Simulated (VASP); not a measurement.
# Rh (Fm-3m) in VASP: single point with PBE

Aim: the single point of Rh with PBE.

All numbers are computed with VASP 6.6.1; they aren't measurements. Logs are shortened: lines on timing, memory, paths and dates and some standing lists are left out, and cuts for length are marked.

**1. The cell of the first run**

It takes space group Fm-3m (No. 225, cubic). The conventional cell has a = 3.834 Å, b = 3.834 Å, c = 3.834 Å, α = 90.00°, β = 90.00°, γ = 90.00°. Rh (site symmetry m-3m) has 12 Rh at 2.71 Å within 3.6 Å.

**2. Single point, PBE**

Input file INCAR:

```
  PREC = Accurate
  ENCUT = 500
  EDIFF = 1E-6
  ISMEAR = 0
  SIGMA = 0.1
  LREAL = False
  LASPH = True
  NELM = 120
  ALGO = Normal
  ISIF = 2
  LWAVE = False
  LCHARG = False
  GGA = PE
  NBANDS = 14
  GGA_COMPAT = False
```

Input file KPOINTS:

```
Automatic mesh
0
Gamma
  8 8 8
```

Input file POSCAR:

```
Rh
1.0
    0.0000000000      1.9168328422      1.9168328422
    1.9168328422      0.0000000000      1.9168328422
    1.9168328422      1.9168328422      0.0000000000
Rh
1
Direct
    0.0000000000      0.0000000000      0.0000000000
```

Potentials or basis: VASP PAW PBE potentials, release 64 (Rh_pv).

Started as:

```
$ cat potpaw_PBE.64/Rh_pv/POTCAR > POTCAR
$ mpirun -np 1 vasp_std > vasp.out
```

OUTCAR:

```text
PREC = Accurate
   ENCUT = 500
   EDIFF = 1E-6
   ISMEAR = 0
   LREAL = False
   LASPH = True
   NELM = 120
   ISIF = 2
   GGA = PE

 ion  position               nearest neighbor table
   1  0.000  0.000  0.000-

  LATTYP: Found a face centered cubic cell.
 ALAT       =     3.8336656844

  Lattice vectors:

 A1 = (   0.0000000000,   1.9168328422,   1.9168328422)
 A2 = (   1.9168328422,   0.0000000000,   1.9168328422)
 A3 = (   1.9168328422,   1.9168328422,   0.0000000000)

Analysis of symmetry for initial positions (statically):
=====================================================================
 Subroutine PRICEL returns:
 Original cell was already a primitive cell.

 Routine SETGRP: Setting up the symmetry group for a
 face centered cubic supercell.

 Subroutine GETGRP returns: Found 48 space group operations
 (whereof 48 operations were pure point group operations)
 out of a pool of 48 trial point group operations.

The static configuration has the point symmetry O_h .

Analysis of symmetry for dynamics (positions and initial velocities):
=====================================================================
 Subroutine PRICEL returns:
 Original cell was already a primitive cell.

 Routine SETGRP: Setting up the symmetry group for a
 face centered cubic supercell.

 Subroutine GETGRP returns: Found 48 space group operations
 (whereof 48 operations were pure point group operations)
 out of a pool of 48 trial point group operations.

The dynamic configuration has the point symmetry O_h .

 Subroutine INISYM returns: Found 48 space group operations
 (whereof 48 operations are pure point group operations),
 and found     1 'primitive' translations

----------------------------------------------------------------------------------------

                                     Primitive cell

  volume of cell :      14.0858

  direct lattice vectors                    reciprocal lattice vectors
     0.000000000  1.916832842  1.916832842    -0.260846950  0.260846950  0.260846950
     1.916832842  0.000000000  1.916832842     0.260846950 -0.260846950  0.260846950
     1.916832842  1.916832842  0.000000000     0.260846950  0.260846950 -0.260846950

  length of vectors
     2.710811002  2.710811002  2.710811002     0.451800170  0.451800170  0.451800170

  position of ions in fractional coordinates (direct lattice)
     0.000000000  0.000000000  0.000000000

  ion indices of the primitive-cell ions
   primitive index   ion index
                 1           1

----------------------------------------------------------------------------------------

 KPOINTS: Automatic mesh

Automatic generation of k-mesh.
 Grid dimensions read from file:
 generate k-points for:    8    8    8

 Generating k-lattice:

  Cartesian coordinates                     Fractional coordinates (reciprocal lattice)
    -0.032605869  0.032605869  0.032605869     0.125000000  0.000000000  0.000000000
     0.032605869 -0.032605869  0.032605869     0.000000000  0.125000000  0.000000000
     0.032605869  0.032605869 -0.032605869     0.000000000  0.000000000  0.125000000

  Length of vectors
     0.056475021  0.056475021  0.056475021

  Shift w.r.t. Gamma in fractional coordinates (k-lattice)
     0.000000000  0.000000000  0.000000000

 Subroutine IBZKPT returns following result:
 ===========================================

 Found     29 irreducible k-points:

 Following reciprocal coordinates:
            Coordinates               Weight
  0.000000  0.000000  0.000000      1.000000
  0.125000  0.000000  0.000000      8.000000
  0.250000  0.000000  0.000000      8.000000
  0.375000  0.000000  0.000000      8.000000
  0.500000  0.000000  0.000000      4.000000
  0.125000  0.125000  0.000000      6.000000
[... 16 lines left out ...]
  0.500000  0.250000  0.125000     48.000000
 -0.375000  0.250000  0.125000     24.000000
 [... further k-points ...]
   k-points           NKPTS =     29   k-points in BZ     NKDIM =     29   number of bands    NBANDS=     14
   number of dos      NEDOS =    301   number of ions     NIONS =      1
   total plane-waves  NPLWV =   8000
   dimension x,y,z NGX =    20 NGY =   20 NGZ =   20
   dimension x,y,z NGXF=    40 NGYF=   40 NGZF=   40
   ions per type =               1
   NGX,Y,Z   is equivalent  to a cutoff of  12.27, 12.27, 12.27 a.u.
   NGXF,Y,Z  is equivalent  to a cutoff of  24.53, 24.53, 24.53 a.u.
 SYSTEM =  unknown system
   PREC   = accura    normal or accurate (medium, high low for compatibility)
   ISTART =      0    job   : 0-new  1-cont  2-samecut
   ICHARG =      2    charge: 1-file 2-atom 10-const
   ISPIN  =      1    spin polarized calculation?
   LNONCOLLINEAR =      F non collinear calculations
   LSORBIT =      F    spin-orbit coupling
   LASPH  =      T    aspherical Exc in radial PAW
   ENCUT  =  500.0 eV  36.75 Ry    6.06 a.u.   4.94  4.94  4.94*2*pi/ulx,y,z
   NELM   =    120;   NELMIN=  2; NELMDL= -5     # of ELM steps
   EDIFF  = 0.1E-05   stopping-criterion for ELM
   LREAL  =      F    real-space projection
   EDIFFG = 0.1E-04   stopping-criterion for IOM
   NSW    =      0    number of steps for IOM
   IBRION =     -1    ionic relax: 0-MD 1-quasi-New 2-CG
   NFREE  =      0    steps in history (QN), initial steepest desc. (CG)
   ISIF   =      2    stress and relaxation
   ISYM   =      2    0-nonsym 1-usesym 2-fastsym
   POTIM  = 0.5000    time-step for ionic-motion
   TEBEG  =    0.0;   TEEND  =   0.0 temperature during run
   PSTRESS=    0.0 pullay stress
   NELECT =      15.0000    total number of electrons
   NUPDOWN=      -1.0000    fix difference up-down
   EMIN   =  10.00;   EMAX   =-10.00  energy-range for DOS
   EFERMI =   0.00;   METHOD = LEGACY
   ISMEAR =     0;   SIGMA  =   0.10  broadening in eV -4-tet -1-fermi 0-gaus
   EFERMI_NEDOS =   21; number of points for ismear=-14 and -15
   IALGO  =     38    algorithm
   IMIX   =      4    mixing-type and parameters
     AMIX     =   0.40;   BMIX     =  1.00
     AMIX_MAG =   1.60;   BMIX_MAG =  1.00
  volume/ion in A,a.u.               =      14.09        95.06
  Fermi-wavevector in a.u.,A,eV,Ry     =   1.671774  3.159196 38.025967  2.794830
  Thomas-Fermi vector in A             =   2.757038
   LORBIT       =      0    0 simple, 1 ext, 2 COOP (PROOUT), +10 PAW based schemes
   GGA     = PE    functional components
   LHFCALC =     F    Hartree Fock is set to
   AEXX    =    0.0000 exact exchange contribution
   IVDW    =     0    specifies the selected vdW correction
   LEPSILON=     F    determine dielectric tensor
   LRPA    =     F    only Hartree local field effects (RPA)
 non-spin polarized calculation
 Gauss-broadening in eV      SIGMA  =   0.10
  energy-cutoff  :      500.00
  volume of cell :       14.09
 maximum number of plane-waves:       368
   NGX =  9   NGY =  9   NGZ =  9

 number of electron      15.0000003 magnetization

 Free energy of the ion-electron system (eV)
  ---------------------------------------------------
  ext. energy  EPLUGINS =         0.00000000
  ---------------------------------------------------
  free energy    TOTEN  =        -7.23242544 eV

  energy without entropy =       -7.22222376  energy(sigma->0) =       -7.22732460

 E-fermi :  11.4970     XC(G=0): -13.8711

 val. band max:       11.4725182774   @ k =  -0.3750   0.2500   0.0000
 cond. band min:      11.5592121412   @ k =   0.3750   0.0000   0.0000
 fundamental gap:      0.0866938637
 Fermi energy:        11.4970348872

 k-point     1 :       0.0000    0.0000    0.0000
  band No.  band energies     occupation
      1     -34.8400      2.00000
      2     -34.8400      2.00000
      3     -34.8400      2.00000
      4       3.6841      2.00000
      5       8.5177      2.00000
      6       8.5177      2.00000
      7       8.5177      2.00000
      8      10.5342      2.00000
      9      10.5342      2.00000
     10      27.4654      0.00000
     11      32.1335      0.00000
     12      32.8014      0.00000
     13      32.8014      0.00000
     14      32.8014      0.00000

 k-point     2 :       0.1250    0.0000    0.0000
  band No.  band energies     occupation
      1     -34.9415      2.00000
      2     -34.8538      2.00000
      3     -34.8538      2.00000
      4       4.2742      2.00000
      5       8.2925      2.00000
      6       8.7253      2.00000
      7       8.7253      2.00000
      8      10.4397      2.00000
      9      10.4397      2.00000
     10      28.2345      0.00000
     11      30.2512      0.00000
     12      32.1347      0.00000
     13      33.6540      0.00000
     14      33.6540      0.00000

 k-point     3 :       0.2500    0.0000    0.0000
  band No.  band energies     occupation
      1     -35.1825      2.00000
      2     -34.8870      2.00000
      3     -34.8870      2.00000
      4       5.4574      2.00000
      5       8.3849      2.00000
      6       8.8687      2.00000
      7       8.8687      2.00000
      8      10.6922      2.00000
      9      10.6922      2.00000
     10      26.3968      0.00000
     11      28.9499      0.00000
     12      32.1336      0.00000
     13      35.5899      0.00000
     14      35.5899      0.00000
[... 324 lines left out ...]
 k-point    23 :       0.5000    0.2500    0.1250
  band No.  band energies     occupation
      1     -35.3680      2.00000
      2     -35.0869      2.00000
      3     -34.9690      2.00000
      4       6.7137      2.00000
      5       7.7263      2.00000
      6       8.2271      2.00000
      7       9.8345      2.00000
      8      11.3636      1.94087
      9      14.5295      0.00000
     10      22.8862      0.00000
     11      27.1239      0.00000
     12      29.0129      0.00000
     13      32.1349      0.00000
     14      33.6277      0.00000

 k-point    24 :      -0.3750    0.2500    0.1250
  band No.  band energies     occupation
      1     -35.4225      2.00000
      2     -35.1103      2.00000
      3     -34.9904      2.00000
      4       6.6468      2.00000
      5       7.4952      2.00000
      6       8.9155      2.00000
      7       9.5579      2.00000
      8      11.8476      0.00000
      9      16.7890      0.00000
     10      19.7059      0.00000
     11      27.3685      0.00000
     12      28.0403      0.00000
     13      32.1356      0.00000
     14      32.4560      0.00000

 [... further k-points ...]
[... 5 lines left out ...]
  --------------------------------------------------------------------------------------
  -------------------------------------------------------------------------------------
  Total        0.0144626      0.0144626      0.0144626      0.0000000      0.0000000     -0.0000000
  in kB        1.6450275      1.6450275      1.6450275      0.0000000      0.0000000     -0.0000000
  external PRESSURE =       1.6450275 kB  Pullay stress =       0.0000000 kB

 VOLUME and BASIS-vectors are now :
 -----------------------------------------------------------------------------
  energy-cutoff  :      500.00
  volume of cell :       14.09
      direct lattice vectors                 reciprocal lattice vectors
     0.000000000  1.916832842  1.916832842    -0.260846950  0.260846950  0.260846950
     1.916832842  0.000000000  1.916832842     0.260846950 -0.260846950  0.260846950
     1.916832842  1.916832842  0.000000000     0.260846950  0.260846950 -0.260846950

 POSITION                                       TOTAL-FORCE (eV/Angst)
 -----------------------------------------------------------------------------------
      0.00000      0.00000      0.00000         0.000000     -0.000000      0.000000
 -----------------------------------------------------------------------------------
    total drift:                                0.000000     -0.000000      0.000000

  FREE ENERGIE OF THE ION-ELECTRON SYSTEM (eV)
  ---------------------------------------------------
  free  energy   TOTEN  =        -7.2324254358 eV

  energy  without entropy=       -7.2222237634  energy(sigma->0) =       -7.22732460
```

Run time: 7 s. Hardware: 1 thread of Intel Xeon 6455B, shared host; peak memory 0.12 GiB.

What came out:

* Free energy: -7.2324 eV
* Pressure: 0.2 GPa
